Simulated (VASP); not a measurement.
# Al (a cell with a defect) in VASP: a series of runs, part 2 of 2

VASP 6.6.1. The steps go on from the part before.

**3. Single point, PBE, collinear spin**

The input, INCAR:

```
SYSTEM = Al
PREC = Accurate
ENCUT = 520
EDIFF = 1E-6
ISMEAR = 0
SIGMA = 0.05
LREAL = Auto
LASPH = .True.
NELM = 150
ALGO = Normal
ISIF = 2
LWAVE = .False.
LCHARG = .False.
ISPIN = 2
MAGMOM = 0 0.01 0 0.01 0.01 0.01 0 0 0 0.02 0.01 0.01 0.01 0.02 0 0.01 0 0.01 0 0 0.02 0 0.02 0 0 0 0.02 0 0.01 0 0 0 0 0 0 0 0 0 0 0.01 0.01 0.01 0.01 0 0 0.02 0 0.01 0 0 0 0 0 0 0 0 0.01 0 0 0 0.01 0 0.01
LORBIT = 11
GGA = PE
NBANDS = 136
```

The input, KPOINTS:

```
regular mesh
0
Gamma
  1 1 1
  0 0 0
```

The input, POSCAR:

```
Al
1.0
   -6.3648750000      6.3648750000      6.3648750000
    6.3648750000     -6.3648750000      6.3648750000
    6.3648750000      6.3648750000     -6.3648750000
Al
63
Direct
   -0.0022700435      0.0344115813      0.1964363231
   -0.0328499959      0.0139194801      0.4441131203
    0.0085229309     -0.0018954562      0.7746536044
   -0.0365505667      0.2195599685     -0.0712609916
   -0.0130753681      0.2739523072      0.2045037250
   -0.0079148212      0.2770730561      0.4549587614
   -0.0653261465      0.1830918806      0.6576431878
   -0.0071557347      0.5073830004     -0.0031375761
   -0.0001075160      0.5479988036      0.2624404485
    0.0528444283      0.5703499593      0.5283067285
   -0.0021182798      0.4657083507      0.7114876307
    0.0276760869      0.7874815029      0.0210518340
   -0.0098983297      0.7943753245      0.2659364525
    0.0272548824      0.8038732126      0.5398684030
    0.0749465716      0.7645635424      0.7776598492
    0.2417001482      0.0235535169      0.0536596451
    0.2453956973      0.0247035170      0.3032291480
    0.2478638409      0.0177622425      0.5414781434
    0.2986121930      0.0156914118      0.8160758072
    0.2580049134      0.2503951042      0.0097730817
    0.2520331020      0.2620950521      0.2542630229
    0.2452994006      0.2505979672      0.5006864100
    0.2213069651      0.2224814569      0.7356207607
    0.1722586333      0.4304823082     -0.0864240916
    0.2074853672      0.4697454613      0.1833584112
    0.2511827456      0.4983058691      0.4728509053
    0.2507315342      0.4681425478      0.7159496215
    0.2412042647      0.7233788702     -0.0170268077
    0.2289294023      0.7614993112      0.2623887116
    0.2572886177      0.7741262329      0.5181685847
    0.3198997747      0.7560706075      0.7781585355
    0.5077743686      0.0334102774      0.0592911058
    0.4512177528     -0.0267846346      0.2616507401
    0.4757978690     -0.0190636078      0.5385184314
    0.5390497800     -0.0182126917      0.7904885024
    0.5501015152      0.3004049441      0.0823255973
    0.5187957844      0.2594822948      0.3092596345
    0.5014437457      0.2385448195      0.5581722988
    0.5076641272      0.2240437654      0.8005593901
    0.4439892421      0.4601590657     -0.0160234536
    0.5033821009      0.5017432983      0.2629484302
    0.5499777462      0.5029692925      0.5355019171
    0.5044969143      0.4614897790      0.7715159180
    0.4968225131      0.7089949010     -0.0387161672
    0.4194711139      0.6794151397      0.1742517347
    0.4649381289      0.7184110346      0.4462767477
    0.5521617208      0.7282733274      0.7406709447
    0.7941472166      0.0021293479     -0.0392697420
    0.7443204309      0.0026526311      0.2087471168
    0.6719548091     -0.0572687295      0.4221545698
    0.7224475368     -0.0498337986      0.6808890340
    0.7612103132      0.2671054263      0.0084837886
    0.7918763911      0.3223993122      0.2845734061
    0.7341050025      0.2295884050      0.4852077381
    0.7366950906      0.2299309654      0.7401068139
    0.7259322036      0.5103842754      0.0282899301
    0.7854093103      0.5704068192      0.3046099307
    0.8071577054      0.5311181789      0.5408312956
    0.7702843656      0.5006648049      0.7648804457
    0.7619587188      0.7603788350     -0.0054856815
    0.6909344178      0.7337601405      0.2138181383
    0.7550694570      0.7491080021      0.4994123172
    0.8238081973      0.7743540194      0.7791471949
```

Potentials or basis: VASP PAW PBE potentials, release 64 (Al).

The run is started by

```bash
cat potpaw_PBE.64/Al/POTCAR > POTCAR
mpirun -np 1 vasp_gam > vasp.out
```

OUTCAR:

```text
SYSTEM = Al
   PREC = Accurate
   ENCUT = 520
   EDIFF = 1E-6
   ISMEAR = 0
   LREAL = Auto
   LASPH = .True.
   NELM = 150
   ISIF = 2
   ISPIN = 2
   LORBIT = 11
   GGA = PE

 ion  position               nearest neighbor table
   1  0.998  0.034  0.196-  48 2.62  17 2.64   5 2.66  60 2.69  49 2.75  21 2.76   2 2.93  22 2.93
                            12 2.96  13 2.97   6 3.23
   2  0.967  0.014  0.444-   7 2.69  13 2.71   6 2.78  49 2.85  23 2.87  18 2.90   1 2.93  61 2.93
                            22 2.98  50 2.99  14 3.02
   3  0.009  0.998  0.775-  63 2.65  20 2.71  51 2.77   4 2.77  62 2.87  14 2.88  15 2.91   7 2.94
                            19 3.00  23 3.05  16 3.13
   4  0.963  0.220  0.929-  48 2.72  55 2.73  25 2.75   7 2.77  24 2.77   3 2.77  52 2.79   5 2.80
                            51 2.80   8 2.88  20 2.93
[... 728 lines left out ...]
      3.14075      3.21664      6.39520         0.007253     -0.009157     -0.001041
      4.64440      5.27394      5.21293        -0.006141      0.009083     -0.002851
 -----------------------------------------------------------------------------------
    total drift:                                0.010271     -0.014342      0.010741

  FREE ENERGIE OF THE ION-ELECTRON SYSTEM (eV)
  ---------------------------------------------------
  free  energy   TOTEN  =      -222.2798314446 eV

  energy  without entropy=     -222.2653497508  energy(sigma->0) =     -222.27259060

 total charge

# of ion       s       p       d       tot
------------------------------------------
    1        0.423   0.367   0.000   0.790
    2        0.418   0.346   0.000   0.763
    3        0.439   0.338   0.000   0.777
    4        0.416   0.369   0.000   0.785
    5        0.417   0.368   0.000   0.785
    6        0.415   0.360   0.000   0.775
[... 55 lines left out ...]
   62        0.427   0.359   0.000   0.786
   63        0.416   0.372   0.000   0.788
--------------------------------------------------
tot         26.542  22.621   0.000  49.164

 magnetization (x)

# of ion       s       p       d       tot
------------------------------------------
    1        0.000   0.001   0.000   0.001
    2       -0.000   0.004   0.000   0.004
    3        0.000  -0.000   0.000  -0.000
    4        0.001   0.007   0.000   0.007
    5        0.001   0.001   0.000   0.003
    6        0.000   0.006   0.000   0.006
[... 55 lines left out ...]
   62       -0.000   0.000   0.000   0.000
   63        0.000   0.006   0.000   0.006
--------------------------------------------------
tot          0.025   0.151   0.000   0.176
```

OSZICAR:

```text
N       E                     dE             d eps       ncg     rms          rms(c)
DAV:   1     0.669924861702E+03    0.66992E+03   -0.76639E+04   544   0.120E+03
DAV:   2    -0.133390060720E+03   -0.80331E+03   -0.72419E+03   744   0.181E+02
DAV:   3    -0.223005002920E+03   -0.89615E+02   -0.84391E+02   656   0.496E+01
DAV:   4    -0.225648666690E+03   -0.26437E+01   -0.25743E+01   680   0.876E+00
DAV:   5    -0.225689868456E+03   -0.41202E-01   -0.40725E-01   648   0.132E+00    0.117E+01
DAV:   6    -0.223032663752E+03    0.26572E+01   -0.50129E+00   576   0.429E+00    0.692E+00
DAV:   7    -0.222494208953E+03    0.53845E+00   -0.11639E+00   632   0.222E+00    0.337E+00
DAV:   8    -0.222301881310E+03    0.19233E+00   -0.29490E-01   640   0.110E+00    0.101E+00
DAV:   9    -0.222281889428E+03    0.19992E-01   -0.36493E-02   608   0.409E-01    0.579E-01
DAV:  10    -0.222279197620E+03    0.26918E-02   -0.51844E-03   624   0.149E-01    0.340E-01
DAV:  11    -0.222278895264E+03    0.30236E-03   -0.21471E-03   608   0.911E-02    0.123E-01
DAV:  12    -0.222279149609E+03   -0.25434E-03   -0.92512E-04   616   0.581E-02    0.700E-02
DAV:  13    -0.222279412478E+03   -0.26287E-03   -0.54172E-04   640   0.418E-02    0.487E-02
DAV:  14    -0.222279663589E+03   -0.25111E-03   -0.57778E-04   592   0.427E-02    0.313E-02
DAV:  15    -0.222279792016E+03   -0.12843E-03   -0.35803E-04   648   0.337E-02    0.180E-02
DAV:  16    -0.222279828002E+03   -0.35986E-04   -0.13848E-04   616   0.215E-02    0.612E-03
DAV:  17    -0.222279831173E+03   -0.31711E-05   -0.14274E-05   672   0.754E-03    0.644E-03
DAV:  18    -0.222279831445E+03   -0.27132E-06   -0.79076E-07   320   0.184E-03
   1 F= -.22227983E+03 E0= -.22227259E+03  d E =-.144817E-01  mag=     0.7901
```

stdout:

```text
POSCAR found type information on POSCAR Al
 POSCAR found :  1 types and      63 ions
 scaLAPACK will be used
 LDA part: xc-table for (Slater+PW92), standard interpolation
 POSCAR, INCAR and KPOINTS ok, starting setup
 FFT: planning ... GRIDC
 FFT: planning ... GRID_SOFT
 FFT: planning ... GRID
 WAVECAR not read
 entering main loop
```

Run time: 20 min. Hardware: 1 thread of Intel Xeon 8259CL, shared host; peak memory 1.4 GiB.

What came out:

```
Free energy                                           : -222.2798 eV
Pressure                                              : 3.3 GPa
Largest force                                         : 0.039 eV/Å
Net moment                                            : 0.79 μB per cell
Valence electrons inside the program's atomic spheres : Al 0.79, 0.76, 0.78, 0.77, 0.81, 0.80, 0.75, 0.82 (each value once)
```

Forces in eV/Å, atoms in the order of the input:
```
Al  -0.001  0.013  0.003
Al  -0.012  0.003 -0.010
Al   0.000  0.004  0.038
Al  -0.032  0.019 -0.012
Al  -0.012  0.010  0.012
Al   0.003 -0.009  0.006
Al   0.001  0.007 -0.010
Al   0.018 -0.014 -0.008
Al  -0.018  0.005 -0.011
Al  -0.007  0.013  0.009
Al   0.012 -0.021  0.003
Al  -0.014 -0.007 -0.013
Al   0.002  0.002 -0.009
Al   0.015 -0.001  0.011
Al   0.009 -0.006 -0.020
Al  -0.007  0.000 -0.002
Al   0.003  0.001  0.001
Al   0.001  0.007 -0.002
Al  -0.011 -0.031 -0.001
Al   0.010 -0.021 -0.018
Al   0.024 -0.012  0.004
Al  -0.010 -0.010  0.009
Al  -0.017  0.013 -0.012
Al  -0.001 -0.001  0.005
Al   0.010  0.018 -0.004
Al  -0.003  0.013  0.024
Al   0.001 -0.008  0.024
Al  -0.010 -0.005  0.014
Al  -0.011  0.012 -0.004
Al   0.000 -0.003 -0.031
Al  -0.004  0.016  0.010
Al  -0.022  0.020  0.004
Al  -0.017  0.017  0.009
Al  -0.017 -0.027  0.020
Al   0.002  0.003  0.025
Al   0.003 -0.010  0.005
Al   0.011  0.011  0.012
Al  -0.003 -0.001 -0.007
Al  -0.001  0.010 -0.003
Al   0.012  0.028 -0.003
Al   0.010  0.002 -0.003
Al   0.022 -0.027 -0.016
Al   0.015 -0.001 -0.010
Al   0.012  0.001  0.018
Al   0.005  0.008 -0.006
Al   0.001  0.006 -0.031
Al  -0.015 -0.011 -0.017
Al   0.015 -0.007  0.010
Al   0.003 -0.024 -0.009
Al   0.007 -0.019  0.013
Al   0.007  0.012  0.011
Al  -0.001 -0.003 -0.020
Al   0.005 -0.004 -0.001
Al   0.001 -0.011 -0.018
Al  -0.001 -0.001 -0.018
Al   0.013  0.001  0.020
Al  -0.011  0.010 -0.006
Al   0.009  0.006  0.014
Al  -0.011  0.012  0.008
Al   0.002  0.000 -0.012
Al   0.006 -0.004  0.011
Al   0.007 -0.009 -0.001
Al  -0.006  0.009 -0.003
```

Stress tensor (GPa, compression positive):
```
 3.20 -0.14  0.58
-0.14  4.69 -0.45
 0.58 -0.45  2.05
```

Caveat: the k points lie up to 0.70 Å⁻¹ apart.
